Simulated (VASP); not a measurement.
Wanted: the native input for a VASP 6.6.1 run.

```
Task                   : single point
Functional             : r2SCAN
Potentials or basis    : VASP PAW PBE potentials, release 64 (Ga_d, Ge_d)
Cutoff                 : 520 eV
k mesh                 : 4 × 4 × 4
Occupations            : fermi-dirac, width 0.1 eV
Spin                   : no spin polarisation
Dipole correction      : no
Further INCAR settings : ALGO = Normal; EDIFF = 1e-06; NBANDS = 41
```

The system is Ga4Ge.

```
Ga Ge
1.0
    -3.10188    3.10188    3.10188
     3.10188   -3.10188    3.10188
     3.10188    3.10188   -3.10188
Ga Ge
4 1
Direct
  0.34960 0.34960 0.34960
  0.65040 0.00000 0.00000
  0.00000 0.00000 0.65040
  0.00000 0.65040 0.00000
  0.00000 0.00000 0.00000
```

One way to write it, as run:

POSCAR

```
Ga4Ge
1.0
   -3.1018810000      3.1018810000      3.1018810000
    3.1018810000     -3.1018810000      3.1018810000
    3.1018810000      3.1018810000     -3.1018810000
Ga Ge
4 1
Direct
    0.3496000000      0.3496000000      0.3496000000
    0.6504000000      0.0000000000      0.0000000000
    0.0000000000      0.0000000000      0.6504000000
    0.0000000000      0.6504000000      0.0000000000
    0.0000000000      0.0000000000      0.0000000000
```

INCAR.step1

```
PREC = Accurate ; ENCUT = 520
ISMEAR = -1 ; SIGMA = 0.1
LREAL = F ; LASPH = T
NELM = 80 ; NBANDS = 41
GGA = PE ; ALGO = Normal
EDIFF = 1E-4 ; LWAVE = T
LCHARG = F
```

INCAR.step2

```
PREC = Accurate ; ENCUT = 520
EDIFF = 1E-6 ; ISMEAR = -1
SIGMA = 0.1 ; LREAL = F
LASPH = T ; NELM = 80
ALGO = Normal ; ISIF = 2
LWAVE = F ; LCHARG = F
METAGGA = R2SCAN ; LMIXTAU = T
NBANDS = 41 ; ISTART = 1
```

KPOINTS

```
regular mesh
0
Gamma
  4 4 4
```

Potentials or basis: VASP PAW PBE potentials, release 64 (Ga_d, Ge_d).

The run is started by

```console
$ cat potpaw_PBE.64/Ga_d/POTCAR potpaw_PBE.64/Ge_d/POTCAR > POTCAR
$ cp INCAR.step1 INCAR
$ mpirun -np 1 vasp_std > vasp.out
$ cp INCAR.step2 INCAR
$ mpirun -np 1 vasp_std > vasp.out
```

Results of the run:

```yaml
Pressure: 41.4 GPa
Largest_force: 14.392 eV/Å
Band_gap_on_the_k_mesh: zero (band 33 reaches 3.91 eV, above the bottom of band 34 at 2.34 eV)
```

Caveat: the PAW data sets were made with another functional, which shifts forces and pressure a little.

Wall time 91 s on 1 thread of AMD EPYC 9R45 96-Core Processor (Zen 5) (shared host), peak memory 0.23 GiB.
